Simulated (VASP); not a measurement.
The system is PbSe (zincblende type).

```xyz
2
Lattice="0.0000 3.2195 3.2195 3.2195 0.0000 3.2195 3.2195 3.2195 0.0000" Properties=species:S:1:pos:R:3 pbc="T T T"
Pb    0.0000    0.0000    0.0000
Se    1.6098    1.6098    1.6098
```

| Quantity | Value |
| --- | --- |
| Program | VASP 6.6.1 |
| Task | relaxation of cell and atoms |
| Functional | PBE |
| Potentials or basis | VASP PAW PBE potentials, release 64 (Pb_d, Se) |
| Cutoff | 600 eV |
| k mesh | 11 × 11 × 11 |
| Occupations | fermi-dirac, width 0.08 eV |
| Spin | no spin polarisation |

At the start: pressure 9.8 GPa; volume 33.37 Å³/atom.

Where does the relaxation end?

Over 5 steps the energy falls by 196.6 meV/atom and the volume is 41.03 Å³/atom (+23.0 %); space group F-43m (No. 216, to 0.05 Å).

The path:
| step | energy change (eV) | largest force (eV/Å) | pressure (GPa) | volume (Å³) |
| --- | --- | --- | --- | --- |
| 1 | 0.0000 | 0.0000 | 9.79 | 66.74 |
| 2 | -0.3519 | 0.0000 | -1.94 | 88.43 |
| 3 | -0.3932 | 0.0000 | 0.06 | 81.92 |
| 4 | -0.3932 | 0.0000 | -0.06 | 82.25 |
| 5 | -0.3932 | 0.0000 | 0.00 | 82.07 |

Final structure:
```
Pb Se
1.0
     0.00000    3.44919    3.44919
     3.44919    0.00000    3.44919
     3.44919    3.44919    0.00000
Pb Se
1 1
Direct
  0.00000 0.00000 0.00000
  0.25000 0.25000 0.25000
```

Caveat: the volume moved by over 15 % at a fixed basis, so the end points are rough.
